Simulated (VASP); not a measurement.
Runs of VASP 6.6.1 on SiC3. It takes space group R3m (No. 160, trigonal). Conventional cell: a = 2.831 Å, b = 2.831 Å, c = 14.010 Å, α = 90.00°, β = 90.00°, γ = 120.00°. C (site symmetry 3m) has 3 C at 1.72 Å and 1 Si at 1.89 Å within 2.3 Å. Within 2.0 Å of C (site symmetry 3m) lie 1 C at 1.54 Å and 3 Si at 1.79 Å. Within 2.0 Å of C (site symmetry 3m) lie 4 C at 1.54 to 1.72 Å. Within 2.4 Å of Si (site symmetry 3m) lie 4 C at 1.79 to 1.89 Å. 

```csv
level,k mesh,cutoff (eV),gap on the mesh (eV),pressure (GPa),largest force (eV/Å)
PBE,8 × 8 × 8,520,1.58,3.4,(a)
PBEsol,6 × 6 × 6,600,1.45,-1.1,0.43
PBEsol,8 × 8 × 8,520,1.45,-0.9,0.43
r2SCAN,8 × 8 × 8,520,(c),(b),0.08
```

Alike in all rows: task single point; potentials or basis VASP PAW PBE potentials, release 64 (C, Si); no spin polarisation; cell as given; smearing gaussian 0.01 eV.

Q: Fill in the values left out.

A: (a) 0.30; (b) 0.0; (c) 1.90.

Caveats: some runs use coarse meshes; the PAW data sets were made with another functional, which shifts forces and pressure a little (some runs).

A k mesh can miss the band edges.
